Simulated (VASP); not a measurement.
**RbBr: single point with HSE06**

Crystal: RbBr.

```
Rb Br
1.0
     0.00000    3.46083    3.46083
     3.46083    0.00000    3.46083
     3.46083    3.46083    0.00000
Rb Br
1 1
Direct
  0.00000 0.00000 0.00000
  0.50000 0.50000 0.50000
```

* Program: VASP 6.6.1
* Task: single point
* Functional: HSE06
* Potentials or basis: VASP PAW PBE potentials, release 64 (Rb_sv, Br)
* Cutoff: 520 eV
* k mesh: 4 × 4 × 4
* Occupations: gaussian, width 0.01 eV
* Spin: no spin polarisation
* Dipole correction: no
* Grid for exact exchange (PRECFOCK): Normal
* Further INCAR settings: ALGO = Normal; EDIFF = 1e-06; NBANDS = 15
* Screening parameter: 0.2079 1/Å

```json
{
 "Pressure": "0.3 GPa",
 "Band gap on the k mesh": "5.44 eV, direct"
}
```

Levels at points of the mesh, in eV from the valence-band top:
```
           k point  band 4  band 5  band 6  band 7  band 8  band 9  band 10  band 11  band 12  band 13
(0.00, 0.00, 0.00)   -9.07   -9.07    0.00    0.00    0.00    5.44     8.53     8.53     8.53     9.48
(0.50, 0.00, 0.00)   -9.07   -9.01   -0.97   -0.34   -0.34    7.88     8.86    10.81    10.81    11.35
(0.50, 0.50, 0.00)   -9.13   -9.13   -0.49   -0.17   -0.17    6.78     8.30    10.27    10.58    10.77
```

Wall time 8.9 min on 1 thread of Intel(R) Xeon(R) Platinum 8124M CPU @ 3.00GHz (Skylake/Cascade Lake), with other jobs on the host, peak memory 0.32 GiB.

Caveat: the PAW data sets were made with another functional, which shifts forces and pressure a little.
